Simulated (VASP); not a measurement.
Co:

```
Co
1.0
     2.50540    0.00000    0.00000
    -1.25270    2.16974    0.00000
     0.00000    0.00000    4.08930
Co
2
Direct
  0.33333 0.66667 0.25000
  0.66667 0.33333 0.75000
```

Base run:

- Program: VASP 6.6.1
- Functional: PBE
- Potentials or basis: VASP PAW PBE potentials, release 64 (Co)
- Cutoff: 520 eV
- k mesh: 11 × 11 × 6
- Occupations: fermi-dirac, width 0.05 eV
- Spin: collinear spin, ferromagnetic start
- Starting moments: [0.3, 0.3] μB

Its results: pressure -6.1 GPa; site moments Co +1.60 μB.

**Question.** The run is repeated on the same cell with these changes: moments at the start from [0.3, 0.3] to [1.37, 1.37]; fixed moment from none to 2.74 μB. What comes out?

**Answer.** Pressure -8.6 GPa; site moments Co +1.40 μB.

Caveats: the cell stands under tension; the total moment is fixed, so each spin has its own Fermi level (at least some runs).
